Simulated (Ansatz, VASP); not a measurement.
**VH in VASP and in Ansatz**

```
V H
1.0
     2.73558    0.00000    0.00000
    -1.36779    2.36908    0.00000
     0.00000    0.00000    4.93597
V H
2 2
Direct
  0.00000 0.00000 0.00000
  0.00000 0.00000 0.50000
  0.66667 0.33333 0.75000
  0.33333 0.66667 0.25000
```

Alike in both runs: task single point; functional LDA; k mesh 6 × 6 × 3; collinear spin.

|  | VASP | Ansatz |
| --- | --- | --- |
| version | VASP 6.6.1 | Ansatz 0.2.0 |
| potentials or method | VASP PAW LDA potentials, release 64 (V_sv, H), cutoff 520 eV | plane waves, PAW |
| occupations | methfessel-paxton of order 1, width 0.05 eV | cold, width 0.05 eV |
| valence electrons in the cell | 28 | 28 |

|  | VASP | Ansatz | Ansatz less VASP |
| --- | --- | --- | --- |
| gap on the k mesh at the Fermi level (eV) | none | none | - |
| net moment per atom (μB) | 0.00 | 0.00 | 0.000 |

LDA's correlation is that of Perdew and Zunger in VASP and of Perdew and Wang (1992) in Ansatz. A gap of «none» marks a metal or a gap that the smearing closes. Ansatz's warnings: seeded moment not kept, stability check not made.

The k mesh is coarse, so the values compare programs but aren't converged.
